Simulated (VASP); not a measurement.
SbP2:

```xyz
3
Lattice="3.9685 0.0000 0.0000 -1.9843 3.4368 0.0000 0.0000 0.0000 4.2850" Properties=species:S:1:pos:R:3 pbc="T T T"
Sb    0.0000    0.0000    0.0000
P     0.0000    2.2912    2.1425
P     1.9843    1.1456    2.1425
```

- Program: VASP 6.6.1
- Task: relaxation of cell and atoms
- Functional: PBE
- Potentials or basis: VASP PAW PBE potentials, release 64 (Sb, P)
- Cutoff: 600 eV
- k mesh: 12 × 12 × 12
- Occupations: gaussian, width 0.1 eV
- Spin: no spin polarisation

At the start: pressure 3.0 GPa; volume 19.48 Å³/atom.

Task: How do energy, volume and symmetry change on relaxing?

Result: Over 10 steps the energy falls by 72.1 meV/atom and the volume is 19.35 Å³/atom (-0.7 %); space group P6/mmm (No. 191, to 0.05 Å).

Step by step:
```tsv
step	energy change (eV)	largest force (eV/Å)	pressure (GPa)	volume (Å³)
1	0.0000	0.0000	2.97	58.44
2	-0.0817	0.0000	-1.10	61.51
3	-0.0863	0.0000	-2.39	62.63
4	-0.1400	0.0000	-1.93	61.41
5	-0.2048	0.0000	0.34	57.25
6	-0.2148	0.0000	-0.64	58.71
7	-0.2157	0.0000	-0.50	58.45
8	-0.2158	0.0000	-0.44	58.35
9	-0.2158	0.0000	0.46	57.75
10	-0.2164	0.0000	-0.01	58.06
```

Final structure:
```xyz
3
Lattice="4.2650 0.0000 0.0000 -2.1325 3.6936 0.0000 0.0000 0.0000 3.6855" Properties=species:S:1:pos:R:3 pbc="T T T"
Sb    0.0000    0.0000    0.0000
P     0.0000    2.4624    1.8428
P     2.1325    1.2312    1.8428
```
